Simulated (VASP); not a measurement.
**Re: single point with PBEsol**

Crystal: Re.

```
Re
1.0
     2.70450    0.00000    0.00000
    -1.35225    2.34217    0.00000
     0.00000    0.00000    3.91010
Re
2
Direct
  0.33333 0.66667 0.25000
  0.66667 0.33333 0.75000
```

```yaml
Program: VASP 6.6.1
Task: single point
Functional: PBEsol
Potentials_or_basis: VASP PAW PBE potentials, release 64 (Re)
Cutoff: 520 eV
k_mesh: 18 × 18 × 10
Occupations: gaussian, width 0.15 eV
Spin: no spin polarisation
```

```json
{"Pressure": "98.0 GPa", "Band gap on the k mesh": "zero (bands 7 and 8 overlap by 4.22 eV)"}
```

Stress tensor (GPa, compression positive):
```
 74.79   0.00   0.00
  0.00  74.79   0.00
  0.00   0.00 144.34
```

Levels at points of the mesh, in eV from the Fermi level:
| k point | band 5 | band 6 | band 7 | band 8 | band 9 | band 10 |
| --- | --- | --- | --- | --- | --- | --- |
| (0.00, 0.00, 0.00) | -1.16 | -1.16 | -0.97 | -0.97 | -0.52 | 2.66 |
| (0.50, 0.00, 0.00) | -2.24 | -0.50 | 0.23 | 3.80 | 5.00 | 6.49 |
| (0.00, 0.00, 0.50) | -3.09 | -3.09 | -2.12 | -2.12 | 3.45 | 3.45 |
| (0.50, 0.00, 0.50) | -0.24 | -0.24 | 1.30 | 1.30 | 4.54 | 4.54 |

Wall time 57 s on 1 thread of AMD EPYC 7R13 Processor (Zen 3) (shared host), peak memory 0.16 GiB.

Caveat: the stress differs along the axes, from 75 to 144 GPa; the PAW data sets were made with another functional, which shifts forces and pressure a little; spin-orbit coupling is left out, which moves the levels of the heavy elements.
